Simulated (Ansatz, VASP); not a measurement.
**Two plane-wave programs on Ta**

```
Ta
1.0
    -1.57465    1.57465    1.64026
     1.57465   -1.57465    1.64026
     1.57465    1.57465   -1.64026
Ta
1
Direct
  0.00000 0.00000 0.00000
```

Change from the starting cell: strain -0.040 along x and y, +0.000 along z, atoms carried along.

Alike in both runs: task single point; functional PBEsol; k mesh 26 × 26 × 26; occupations gaussian, width 0.15 eV; no spin polarisation.

```csv
,VASP,Ansatz
version,VASP 6.6.1,Ansatz 0.2.0
potentials or method,"VASP PAW PBE potentials, release 64 (Ta_pv), cutoff 520 eV","scalar-relativistic, plane waves, PAW"
valence electrons in the cell,11,13
```

|  | VASP | Ansatz | Ansatz less VASP |
| --- | --- | --- | --- |
| gap on the k mesh at the Fermi level (eV) | none | none | - |
| pressure (GPa) | 20.6 | 20.1 | -0.45 |
| traceless stress, the component that is largest in VASP (GPa) | -4.01 | -4.02 | -0.010 |

VASP's potentials were made for PBE, not for PBEsol. A gap of «none» marks a metal or a gap that the smearing closes. The functional is the same, so the differences come from potentials, cutoffs and numerics. VASP's potentials hold 11 valence electrons a cell and Ansatz's 13, so a difference there can come from the potentials and not from the codes.

Spin-orbit coupling is off throughout.
